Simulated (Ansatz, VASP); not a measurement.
TaTe in VASP and in Ansatz

```
Ta Te
1.0
     3.42009    0.00000    0.00000
     0.00000    3.42009    0.00000
     0.00000    0.00000    3.42009
Ta Te
1 1
Direct
  0.50000 0.50000 0.50000
  0.00000 0.00000 0.00000
```

Alike in both runs: functional PBE; k mesh 8 × 8 × 8; occupations fermi-dirac, width 0.05 eV; no spin polarisation; Hubbard terms Ta d U = 3.0 eV.

|  | VASP | Ansatz |
| --- | --- | --- |
| version | VASP 6.6.1 | Ansatz 0.2.0 |
| potentials or method | VASP PAW PBE potentials, release 64 (Ta_pv, Te) | Ansatz PAW |
| plane-wave cutoff (eV) | 520 | 420 |
| valence electrons in the cell | 17 | 29 |
| task | single point | projected density of states |

```csv
,VASP,Ansatz,Ansatz less VASP
gap on the k mesh at the Fermi level (eV),none,none,-
pressure (GPa),4.2,3.1,-1.15
```

The programs project onto different local orbitals, so the same U acts differently, and such runs can settle in different states. A gap of «none» marks a metal or a gap that the smearing closes. VASP's potentials hold 17 valence electrons a cell and Ansatz's 29, so a difference there can come from the potentials and not from the codes.

Spin-orbit coupling is off throughout.
